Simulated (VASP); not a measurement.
A run of VASP 6.6.1 is set up as follows.

INCAR

```
SYSTEM = NaLaMnMoO6
PREC     = Accurate       ! precision mode
ENCUT    = 520            ! plane-wave cutoff, eV
EDIFF    = 1E-7           ! SCF threshold, eV
ISMEAR   = -1             ! smearing method
SIGMA    = 0.05           ! smearing width, eV
LREAL    = .FALSE.        ! projectors in reciprocal space
LASPH    = .TRUE.         ! aspherical terms in the spheres
NELM     = 150            ! most SCF steps
ALGO     = Normal         ! electronic algorithm
ISIF     = 2              ! what is computed and relaxed
LWAVE    = .FALSE.        ! write WAVECAR
LCHARG   = .FALSE.        ! write CHGCAR
ISPIN    = 2              ! spin polarisation
MAGMOM   = 0 0 4 1 0 0 0 0 0 0 ! initial moments
LORBIT   = 11             ! projections on sites
LMAXMIX  = 6              ! l up to which the mixer works
GGA      = PE             ! functional
NBANDS   = 56             ! bands
```

Contents of KPOINTS:

```
regular mesh
0
G
  5 5 5
  0 0 0
```

POSCAR

```
NaLaMnMoO6
1.0
    0.0000000000      3.8505697630      3.8505697630
    3.8505697630      0.0000000000      3.8505697630
    3.8505697630      3.8505697630      0.0000000000
Na La Mn Mo O
1 1 1 1 6
Direct
    0.2500000000      0.2500000000      0.2500000000
    0.7500000000      0.7500000000      0.7500000000
    0.5000000000      0.5000000000      0.5000000000
    0.0000000000      0.0000000000      0.0000000000
    0.7465706149      0.2534293851      0.2534293851
    0.2534293851      0.2534293851      0.7465706149
    0.2534293851      0.7465706149      0.2534293851
    0.7465706149      0.2534293851      0.7465706149
    0.7465706149      0.7465706149      0.2534293851
    0.2534293851      0.7465706149      0.7465706149
```

Potentials or basis: VASP PAW PBE potentials, release 64 (Na_pv, La, Mn_pv, Mo_sv, O).

Run with:

```console
$ cat potpaw_PBE.64/Na_pv/POTCAR potpaw_PBE.64/La/POTCAR potpaw_PBE.64/Mn_pv/POTCAR potpaw_PBE.64/Mo_sv/POTCAR potpaw_PBE.64/O/POTCAR > POTCAR
$ mpirun -np 1 vasp_std > vasp.out
```

(1) What does it give for the site moments?

(2) Estimate the net moment.

Answers

(1) Na -0.00; La +0.04; Mn -1.96; Mo +0.75; O -0.01 μB.

(2) -1.20 μB per cell.

Caveat: a cell with one magnetic atom can't hold antiferromagnetic order, which such compounds often take.
